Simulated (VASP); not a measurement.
Hf: single point with PBEsol+D3(BJ)

Hf:

```
Hf
1.0
     3.04115    0.00000    0.00000
    -1.52058    2.63372    0.00000
     0.00000    0.00000    4.85980
Hf
2
Cartesian
  0.0000 1.7558 1.2149
  1.5206 0.8779 3.6448
```

```json
{"Program": "VASP 6.6.1", "Task": "single point", "Functional": "PBEsol", "Dispersion": "D3(BJ)", "Potentials or basis": "VASP PAW PBE potentials, release 64 (Hf_pv)", "Cutoff": "520 eV", "k mesh": "13 × 13 × 7", "Occupations": "methfessel-paxton, width 0.1 eV", "Spin": "no spin polarisation", "Dipole correction": "no", "Further INCAR settings": "ALGO = Normal; EDIFF = 1e-06; NBANDS = 17"}
```

| Item | Value |
| --- | --- |
| Pressure | 8.9 GPa |
| Band gap on the k mesh | zero (band 10 reaches 6.96 eV, above the bottom of band 11 at 5.47 eV) |
| Dispersion energy per atom | -0.590 eV |

Stress tensor (GPa, compression positive):
```
9.00 0.00 0.00
0.00 9.00 0.00
0.00 0.00 8.82
```

Levels at points of the mesh, in eV from the Fermi level:
```tsv
k point	band 6	band 7	band 8	band 9	band 10	band 11	band 12	band 13	band 14	band 15
(0.00, 0.00, 0.00)	-29.67	-7.87	-4.23	1.14	1.17	1.17	1.38	2.13	2.13	2.98
```

It took 54 s on 1 thread of Intel Xeon 8259CL (shared host), peak memory 0.19 GiB.

Caveat: three body term missing; the PAW data sets were made with another functional, which shifts forces and pressure a little; spin-orbit coupling is left out, which moves the levels of the heavy elements; pairwise dispersion overbinds metals, which lowers pressure and volume.
